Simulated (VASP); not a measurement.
# Cu (P6_3/mmc) in VASP: further runs

The runs below take Cu through single point, with PBE.

All numbers are computed with VASP 6.6.1; they aren't measurements. Logs are shortened: lines on timing, memory, paths and dates and some standing lists are left out, and cuts for length are marked.

### 1 The cell of the first run

Symmetry: P6_3/mmc, No. 194, hexagonal system. Conventional cell: a = 2.416 Å, b = 2.416 Å, c = 4.451 Å, α = 90.00°, β = 90.00°, γ = 120.00°. Within 3.2 Å of Cu (site symmetry -6m2) lie 12 Cu at 2.42 to 2.63 Å.

This isn't the form of Cu at room conditions, which is fcc.

### 2 Single point, PBE (11.25 Å³/atom)

Contents of INCAR:

```
PREC     = Accurate       # precision mode
ENCUT    = 520            # plane-wave cutoff, eV
EDIFF    = 1E-6           # SCF threshold, eV
ISMEAR   = 0              # smearing method
SIGMA    = 0.15           # smearing width, eV
LREAL    = False          # projectors in reciprocal space
LASPH    = True           # aspherical terms in the spheres
NELM     = 60             # most SCF steps
ALGO     = Fast           # electronic algorithm
ISIF     = 2              # what is computed and relaxed
LWAVE    = False          # write WAVECAR
LCHARG   = False          # write CHGCAR
GGA      = PE             # functional
NBANDS   = 18             # bands
```

Contents of KPOINTS:

```
Automatic mesh
0
Gamma
  21 21 12
```

Contents of POSCAR:

```
Cu
1.0
    2.4160450956      0.0000000000      0.0000000000
   -1.2080225478      2.0923564294      0.0000000000
    0.0000000000      0.0000000000      4.4508382751
Cu
2
Direct
    0.3333333333      0.6666666667      0.2500000000
    0.6666666667      0.3333333333      0.7500000000
```

Potentials or basis: VASP PAW PBE potentials, release 64 (Cu).

The run is started by

```sh
$ cat potpaw_PBE.64/Cu/POTCAR > POTCAR
$ mpirun -np 1 vasp_std > vasp.out
```

OUTCAR:

```text
PREC = Accurate
   ENCUT = 520
   EDIFF = 1E-6
   ISMEAR = 0
   LREAL = False
   LASPH = True
   NELM = 60
   ISIF = 2
   GGA = PE

 ion  position               nearest neighbor table
   1  0.333  0.667  0.250-   2 2.63   2 2.63   2 2.63   2 2.63   2 2.63   2 2.63
   2  0.667  0.333  0.750-   1 2.63   1 2.63   1 2.63   1 2.63   1 2.63   1 2.63

  LATTYP: Found a hexagonal cell.
 ALAT       =     2.4160450956
 C/A-ratio  =     1.8422000000

  Lattice vectors:

 A1 = (   2.4160450956,   0.0000000000,   0.0000000000)
 A2 = (  -1.2080225478,   2.0923564294,   0.0000000000)
 A3 = (   0.0000000000,   0.0000000000,   4.4508382751)

Analysis of symmetry for initial positions (statically):
=====================================================================
 Subroutine PRICEL returns:
 Original cell was already a primitive cell.

 Routine SETGRP: Setting up the symmetry group for a
 hexagonal supercell.

 Subroutine GETGRP returns: Found 24 space group operations
 (whereof 12 operations were pure point group operations)
 out of a pool of 24 trial point group operations.

The static configuration has the point symmetry D_3d.
 The point group associated with its full space group is D_6h.

Analysis of symmetry for dynamics (positions and initial velocities):
=====================================================================
 Subroutine PRICEL returns:
 Original cell was already a primitive cell.

 Routine SETGRP: Setting up the symmetry group for a
 hexagonal supercell.

 Subroutine GETGRP returns: Found 24 space group operations
 (whereof 12 operations were pure point group operations)
 out of a pool of 24 trial point group operations.

The dynamic configuration has the point symmetry D_3d.
 The point group associated with its full space group is D_6h.

 Subroutine INISYM returns: Found 24 space group operations
 (whereof 12 operations are pure point group operations),
 and found     1 'primitive' translations

----------------------------------------------------------------------------------------

                                     Primitive cell

  volume of cell :      22.5000

  direct lattice vectors                    reciprocal lattice vectors
[... 77 lines left out ...]
 SYSTEM =  unknown system
   PREC   = accura    normal or accurate (medium, high low for compatibility)
   ISTART =      0    job   : 0-new  1-cont  2-samecut
   ICHARG =      2    charge: 1-file 2-atom 10-const
   ISPIN  =      1    spin polarized calculation?
   LNONCOLLINEAR =      F non collinear calculations
   LSORBIT =      F    spin-orbit coupling
   LASPH  =      T    aspherical Exc in radial PAW
   ENCUT  =  520.0 eV  38.22 Ry    6.18 a.u.   4.49  4.49  8.28*2*pi/ulx,y,z
   NELM   =     60;   NELMIN=  2; NELMDL= -5     # of ELM steps
   EDIFF  = 0.1E-05   stopping-criterion for ELM
   LREAL  =      F    real-space projection
   EDIFFG = 0.1E-04   stopping-criterion for IOM
   NSW    =      0    number of steps for IOM
   IBRION =     -1    ionic relax: 0-MD 1-quasi-New 2-CG
   NFREE  =      0    steps in history (QN), initial steepest desc. (CG)
   ISIF   =      2    stress and relaxation
   ISYM   =      2    0-nonsym 1-usesym 2-fastsym
   POTIM  = 0.5000    time-step for ionic-motion
   TEBEG  =    0.0;   TEEND  =   0.0 temperature during run
   PSTRESS=    0.0 pullay stress
   NELECT =      22.0000    total number of electrons
   NUPDOWN=      -1.0000    fix difference up-down
   EMIN   =  10.00;   EMAX   =-10.00  energy-range for DOS
   EFERMI =   0.00;   METHOD = LEGACY
   ISMEAR =     0;   SIGMA  =   0.15  broadening in eV -4-tet -1-fermi 0-gaus
   EFERMI_NEDOS =   21; number of points for ismear=-14 and -15
   IALGO  =     68    algorithm
   IMIX   =      4    mixing-type and parameters
     AMIX     =   0.40;   BMIX     =  1.00
     AMIX_MAG =   1.60;   BMIX_MAG =  1.00
  volume/ion in A,a.u.               =      11.25        75.92
  Fermi-wavevector in a.u.,A,eV,Ry     =   1.624881  3.070580 35.922621  2.640238
  Thomas-Fermi vector in A             =   2.718095
   LORBIT       =      0    0 simple, 1 ext, 2 COOP (PROOUT), +10 PAW based schemes
   GGA     = PE    functional components
   LHFCALC =     F    Hartree Fock is set to
   AEXX    =    0.0000 exact exchange contribution
   IVDW    =     0    specifies the selected vdW correction
   LEPSILON=     F    determine dielectric tensor
   LRPA    =     F    only Hartree local field effects (RPA)
 non-spin polarized calculation
 RMM-DIIS sequential band-by-band and
 Gauss-broadening in eV      SIGMA  =   0.15
  energy-cutoff  :      520.00
  volume of cell :       22.50
 maximum number of plane-waves:       635
 NGX is ok and might be reduce to    18
   NGX =  9   NGY =  9   NGZ = 17

 number of electron      22.0000054 magnetization

 Free energy of the ion-electron system (eV)
  ---------------------------------------------------
  ext. energy  EPLUGINS =         0.00000000
  ---------------------------------------------------
  free energy    TOTEN  =        -7.26005820 eV

  energy without entropy =       -7.25517419  energy(sigma->0) =       -7.25761619

 E-fermi :   8.2152     XC(G=0): -12.9989

 val. band max:        8.2138466634   @ k =   0.4762  -0.0000   0.0833
 cond. band min:       8.2227366823   @ k =   0.2381   0.2381   0.3333
 fundamental gap:      0.0088900189
 Fermi energy:         8.2152480777

 k-point     1 :       0.0000    0.0000    0.0000
  band No.  band energies     occupation
      1      -1.5205      2.00000
      2       2.4981      2.00000
      3       4.5708      2.00000
      4       5.0481      2.00000
      5       5.0481      2.00000
      6       5.1834      2.00000
[... 481 lines left out ...]
      5       4.7580      2.00000
      6       5.2586      2.00000
[... 10 lines left out ...]
     17      28.6510      0.00000
     18      30.4748      0.00000

 [... further k-points ...]
[... 5 lines left out ...]
  --------------------------------------------------------------------------------------
  -------------------------------------------------------------------------------------
  Total        3.1716205      3.1716205     -0.5865724      0.0000000      0.0000000      0.0000000
  in kB      225.8443730    225.8443730    -41.7685761      0.0000000      0.0000000      0.0000000
  external PRESSURE =     136.6400566 kB  Pullay stress =       0.0000000 kB

 VOLUME and BASIS-vectors are now :
 -----------------------------------------------------------------------------
  energy-cutoff  :      520.00
  volume of cell :       22.50
      direct lattice vectors                 reciprocal lattice vectors
     2.416045096  0.000000000  0.000000000     0.413899559  0.238965022  0.000000000
    -1.208022548  2.092356429  0.000000000     0.000000000  0.477930044  0.000000000
     0.000000000  0.000000000  4.450838275     0.000000000  0.000000000  0.224676777

 POSITION                                       TOTAL-FORCE (eV/Angst)
 -----------------------------------------------------------------------------------
     -0.00000      1.39490      1.11271        -0.000000      0.000000      0.000000
      1.20802      0.69745      3.33813         0.000000     -0.000000      0.000000
 -----------------------------------------------------------------------------------
    total drift:                               -0.000000      0.000000     -0.000000

  FREE ENERGIE OF THE ION-ELECTRON SYSTEM (eV)
  ---------------------------------------------------
  free  energy   TOTEN  =        -7.2600582007 eV

  energy  without entropy=       -7.2551741872  energy(sigma->0) =       -7.25761619
```

stdout:

```text
POSCAR found type information on POSCAR Cu
 POSCAR found :  1 types and       2 ions
 scaLAPACK will be used
 LDA part: xc-table for (Slater+PW92), standard interpolation
 POSCAR, INCAR and KPOINTS ok, starting setup
 FFT: planning ... GRIDC
 FFT: planning ... GRID_SOFT
 FFT: planning ... GRID
 WAVECAR not read
 entering main loop
WARNING in EDDRMM: call to ZHEGV failed, returncode =   6  3     17
```

Wall time 3.2 min (1 thread of Intel Xeon 8259CL, shared host); peak memory 0.22 GiB.

What came out:

* Free energy: -7.2601 eV
* Pressure: 13.7 GPa
* Band gap on the k mesh: zero (bands 11 and 12 overlap by 6.85 eV)

Stress tensor (GPa, compression positive):
```
22.58  0.00  0.00
 0.00 22.58  0.00
 0.00  0.00 -4.18
```

Caveat: the stress differs along the axes, from -4 to 23 GPa.

### 3 Single point, PBE (11.25 Å³/atom)

Contents of INCAR:

```
SYSTEM = Cu
PREC = Accurate
ENCUT = 520
EDIFF = 1E-6
ISMEAR = 0
SIGMA = 0.15
LREAL = .False.
LASPH = .True.
NELM = 60
ALGO = Fast
ISIF = 2
LWAVE = .False.
LCHARG = .True.
GGA = PE
LELF = .True.
LVHAR = .True.
NBANDS = 18
```

Contents of KPOINTS:

```
Automatic mesh
0
Gamma
  21 21 12
  0 0 0
```

Contents of POSCAR:

```
Cu
1.0
    2.6183102510      0.0000000000      0.0000000000
   -1.3091551255      2.2675231923      0.0000000000
    0.0000000000      0.0000000000      3.7897422572
Cu
2
Direct
    0.3333333333      0.6666666667      0.2500000000
    0.6666666667      0.3333333333      0.7500000000
```

Potentials or basis: VASP PAW PBE potentials, release 64 (Cu).

The run is started by

```sh
$ cat potpaw_PBE.64/Cu/POTCAR > POTCAR
$ mpirun -np 1 vasp_std > vasp.out
```

OUTCAR:

```text
SYSTEM = Cu
   PREC = Accurate
   ENCUT = 520
   EDIFF = 1E-6
   ISMEAR = 0
   LREAL = .False.
   LASPH = .True.
   NELM = 60
   ISIF = 2
   GGA = PE

 ion  position               nearest neighbor table
   1  0.333  0.667  0.250-   2 2.42   2 2.42   2 2.42   2 2.42   2 2.42   2 2.42
   2  0.667  0.333  0.750-   1 2.42   1 2.42   1 2.42   1 2.42   1 2.42   1 2.42

  LATTYP: Found a hexagonal cell.
 ALAT       =     2.6183102510
 C/A-ratio  =     1.4474000000

  Lattice vectors:

 A1 = (   2.6183102510,   0.0000000000,   0.0000000000)
 A2 = (  -1.3091551255,   2.2675231923,   0.0000000000)
 A3 = (   0.0000000000,   0.0000000000,   3.7897422572)

Analysis of symmetry for initial positions (statically):
=====================================================================
 Subroutine PRICEL returns:
 Original cell was already a primitive cell.

 Routine SETGRP: Setting up the symmetry group for a
 hexagonal supercell.

 Subroutine GETGRP returns: Found 24 space group operations
 (whereof 12 operations were pure point group operations)
 out of a pool of 24 trial point group operations.

The static configuration has the point symmetry D_3d.
 The point group associated with its full space group is D_6h.

[... 157 lines left out ...]
  ext. energy  EPLUGINS =         0.00000000
  ---------------------------------------------------
  free energy    TOTEN  =        -7.25729932 eV

  energy without entropy =       -7.25128894  energy(sigma->0) =       -7.25429413

 E-fermi :   8.1701     XC(G=0): -13.0004

 val. band max:        8.1553539451   @ k =   0.3810   0.1429   0.2500
 cond. band min:       8.1801857308   @ k =   0.3333   0.1905   0.2500
 fundamental gap:      0.0248317857
 Fermi energy:         8.1700903691

 k-point     1 :       0.0000    0.0000    0.0000
  band No.  band energies     occupation
      1      -1.5194      2.00000
      2       2.9979      2.00000
      3       5.0563      2.00000
      4       5.0563      2.00000
      5       5.2720      2.00000
      6       5.2720      2.00000
[... 481 lines left out ...]
      5       4.9109      2.00000
      6       5.3101      2.00000
[... 10 lines left out ...]
     17      28.0428      0.00000
     18      29.8366      0.00000

 [... further k-points ...]
[... 5 lines left out ...]
  --------------------------------------------------------------------------------------
  -------------------------------------------------------------------------------------
  Total        1.0022464      1.0022464      4.0070627      0.0000000     -0.0000000      0.0000000
  in kB       71.3678436     71.3678436    285.3344431      0.0000000     -0.0000000      0.0000000
  external PRESSURE =     142.6900434 kB  Pullay stress =       0.0000000 kB

 VOLUME and BASIS-vectors are now :
 -----------------------------------------------------------------------------
  energy-cutoff  :      520.00
  volume of cell :       22.50
      direct lattice vectors                 reciprocal lattice vectors
     2.618310251  0.000000000  0.000000000     0.381925709  0.220504911  0.000000000
    -1.309155126  2.267523192  0.000000000     0.000000000  0.441009822  0.000000000
     0.000000000  0.000000000  3.789742257     0.000000000  0.000000000  0.263870188

 POSITION                                       TOTAL-FORCE (eV/Angst)
 -----------------------------------------------------------------------------------
     -0.00000      1.51168      0.94744        -0.000000      0.000000      0.000000
      1.30916      0.75584      2.84231         0.000000      0.000000      0.000000
 -----------------------------------------------------------------------------------
    total drift:                               -0.000000      0.000000     -0.000000

  FREE ENERGIE OF THE ION-ELECTRON SYSTEM (eV)
  ---------------------------------------------------
  free  energy   TOTEN  =        -7.2572993151 eV

  energy  without entropy=       -7.2512889365  energy(sigma->0) =       -7.25429413
```

Run time: 3.3 min. Hardware: 1 thread of Intel Xeon 8259CL, shared host; peak memory 0.22 GiB.

What came out:

```
Free energy            : -7.2573 eV
Pressure               : 14.3 GPa
Band gap on the k mesh : zero (bands 11 and 12 overlap by 5.55 eV)
```

Levels at points of the mesh, in eV from the Fermi level:
```tsv
k point	band 8	band 9	band 10	band 11	band 12	band 13	band 14	band 15
(0.00, 0.00, 0.00)	-2.78	-2.71	-1.72	-1.72	0.21	5.89	19.91	19.91
(0.00, 0.00, 0.50)	-3.12	-1.93	-1.93	-1.93	-1.93	16.27	16.27	20.98
```

Caveat: the stress differs along the axes, from 7 to 29 GPa.

### 4 Single point, PBE (11.25 Å³/atom)

Contents of INCAR:

```
SYSTEM = Cu
  PREC = Accurate
  ENCUT = 520
  EDIFF = 1E-7
  ISMEAR = 0
  SIGMA = 0.15
  LREAL = .False.
  LASPH = .True.
  NELM = 80
  ALGO = Fast
  ISIF = 2
  LWAVE = .False.
  LCHARG = .False.
  GGA = PE
  NBANDS = 18
```

KPOINTS is that of step 3.

Contents of POSCAR:

```
Cu
1.0
    2.5151365224      0.0000000000      0.0000000000
   -1.2575682612      2.1781721224      0.0000000000
    0.0000000000      0.0000000000      4.1070383585
Cu
2
Direct
    0.3333333333      0.6666666667      0.2500000000
    0.6666666667      0.3333333333      0.7500000000
```

The run is started by

```sh
$ cat potpaw_PBE.64/Cu/POTCAR > POTCAR
$ mpirun -np 1 vasp_std > vasp.out
```

Wall time 3.9 min (1 thread of Intel Xeon 8259CL, shared host); peak memory 0.23 GiB.

The run converged. Its results:

```yaml
Free_energy: -7.3948 eV
Pressure: 10.7 GPa
Band_gap_on_the_k_mesh: zero (bands 11 and 12 overlap by 6.19 eV)
```

Stress tensor (GPa, compression positive):
```
10.15  0.00  0.00
 0.00 10.15  0.00
 0.00  0.00 11.92
```

Levels at points of the mesh, in eV from the Fermi level:
```csv
k point,band 9,band 10,band 11,band 12,band 13,band 14
"(0.00, 0.00, 0.00)",-2.62,-1.82,-1.82,-1.17,3.98,21.72
"(0.00, 0.00, 0.50)",-2.06,-2.06,-2.06,-2.06,12.84,12.84
```

Caveat: the cell stands under pressure.

### 5 Overview

| cell | further INCAR settings | gap on the mesh (eV) | pressure (GPa) |
| --- | --- | --- | --- |
| a = 2.416, b = 2.416, c = 4.451 Å, angles 90.0, 90.0, 120.0°, 2 atoms | ALGO = Fast; EDIFF = 1e-06; NBANDS = 18 | none | 13.7 |
| a = 2.618, b = 2.618, c = 3.790 Å, angles 90.0, 90.0, 120.0°, 2 atoms | ALGO = Fast; EDIFF = 1e-06; NBANDS = 18 | none | 14.3 |
| a = 2.515, b = 2.515, c = 4.107 Å, angles 90.0, 90.0, 120.0°, 2 atoms | ALGO = Fast; EDIFF = 1e-07; NBANDS = 18 | none | 10.7 |

Alike in all rows: task single point; level PBE; potentials or basis VASP PAW PBE potentials, release 64 (Cu); no spin polarisation; k mesh 21 × 21 × 12; cutoff (eV) 520; smearing gaussian 0.15 eV.

Caveats: the stress differs along the axes, from -4 to 23 GPa (at least some runs); the stress differs along the axes, from 7 to 29 GPa (at least some runs); the cell stands under pressure (at least some runs).

Total energies depend on the potentials used, so only differences within one code and one set of settings carry meaning.

The gap in the log of VASP goes by the Fermi energy; the results here count the filled bands.